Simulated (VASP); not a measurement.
Runs of VASP 6.6.1 on BN (Qingsongite). The structure is that of space group F-43m (No. 216), or close to it. The cells are those of the table. 

```tsv
cell	gap on the mesh (eV)	pressure (GPa)
a = 2.504 Å, angles 60.0°, 2 atoms	4.41	15.0
a = 2.590 Å, angles 60.0°, 2 atoms	4.30	-23.6
a = 2.606 Å, angles 60.0°, 2 atoms	(c)	-29.3
a = 2.573 Å, angles 60.0°, 2 atoms	(a)	-17.3
a = 2.539 Å, angles 60.0°, 2 atoms	(b)	-2.6
a = 2.522 Å, angles 60.0°, 2 atoms	4.39	5.8
a = 2.556 Å, angles 60.0°, 2 atoms	4.34	-10.3
```

Alike in all rows: task single point; level LDA; potentials or basis VASP PAW LDA potentials, release 64 (B, N); no spin polarisation; k mesh 8 × 8 × 8; cutoff (eV) 600; smearing fermi-dirac 0.1 eV.

**Question.** Estimate the missing entries.

**Answer.** (a) 4.32; (b) 4.37; (c) 4.27.

A k mesh can miss the band edges.
